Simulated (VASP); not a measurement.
Here is a VASP 6.6.1 calculation.

Contents of INCAR:

```
SYSTEM = C
PREC = Accurate
ENCUT = 910
EDIFF = 1E-6
ISMEAR = 0
SIGMA = 0.02
LREAL = .False.
LASPH = .True.
NELM = 120
ALGO = Normal
ISIF = 2
LWAVE = .False.
LCHARG = .False.
NBANDS = 16
GGA_COMPAT = .False.
```

Contents of KPOINTS:

```
Automatic mesh
0
Gamma
  9 9 6
  0 0 0
```

Contents of POSCAR:

```
C
1.0
    2.4737245029      0.0000000000      0.0000000000
   -1.2368622514      2.1423082615      0.0000000000
    0.0000000000      0.0000000000      4.1979202822
C
4
Direct
    0.3333333333      0.6666666667     -0.0001691602
    0.6666666667      0.3333333333      0.4998308398
    0.3333333333      0.6666666667      0.3741691602
    0.6666666667      0.3333333333      0.8741691602
```

Potentials or basis: VASP PAW LDA potentials, release 64 (C_h).

Command:

```console
$ cat potpaw_LDA.64/C_h/POTCAR > POTCAR
$ mpirun -np 1 vasp_std > vasp.out
```

Problem. What does it give for the pressure?

Solution. -2.5 GPa.

Problem. Estimate the band gap on the k mesh.

Solution. 3.02 eV, indirect (least direct gap 4.82 eV).

Problem. What does it give for the largest force?

Solution. 0.007 eV/Å.

Forces in eV/Å, atoms in the order of the input:
```
C    0.000  0.000  0.007
C    0.000  0.000  0.007
C    0.000  0.000 -0.007
C    0.000  0.000 -0.007
```

Caveat: the cell differs from its parent crystal (strained cell); the cutoff is under 1.25 times the usual one of these potentials, so pressure, stress and relaxed cells hold a basis-set (Pulay) error. A k mesh can miss the band edges.
